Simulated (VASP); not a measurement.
A run of VASP 6.6.1:

The input POSCAR:

```
Li
1.0
    0.0000000000      2.0969201466      2.0969201466
    2.0969201466      0.0000000000      2.0969201466
    2.0969201466      2.0969201466      0.0000000000
Li
1
Direct
    0.0000000000      0.0000000000      0.0000000000
```

File INCAR.step1:

```
SYSTEM = Li
PREC = Accurate
ENCUT = 520
ISMEAR = 0
SIGMA = 0.1
LREAL = .False.
LASPH = .True.
NELM = 100
NBANDS = 8
GGA = PE
ALGO = Normal
EDIFF = 1E-4
LWAVE = .True.
LCHARG = .False.
```

INCAR.step2

```
SYSTEM = Li
PREC = Accurate
ENCUT = 520
EDIFF = 1E-6
ISMEAR = 0
SIGMA = 0.1
LREAL = .False.
LASPH = .True.
NELM = 100
ALGO = Normal
ISIF = 2
LWAVE = .False.
LCHARG = .False.
METAGGA = R2SCAN
LMIXTAU = .True.
NBANDS = 8
ISTART = 1
```

Contents of KPOINTS:

```
regular mesh
0
Gamma
  16 16 16
  0 0 0
```

Potentials or basis: VASP PAW PBE potentials, release 64 (Li_sv).

Command:

```bash
$ cat potpaw_PBE.64/Li_sv/POTCAR > POTCAR
$ cp INCAR.step1 INCAR
$ mpirun -np 1 vasp_std > vasp.out
$ cp INCAR.step2 INCAR
$ mpirun -np 1 vasp_std > vasp.out
```

Hardware: 1 thread of Intel Xeon 8259CL, with other jobs on the host.

Problem. Estimate the wall time of this run.

Solution. Wall time 2.3 min on 1 thread of Intel Xeon 8259CL, on a shared host, peak memory 0.14 GiB. Counts: k points 145.
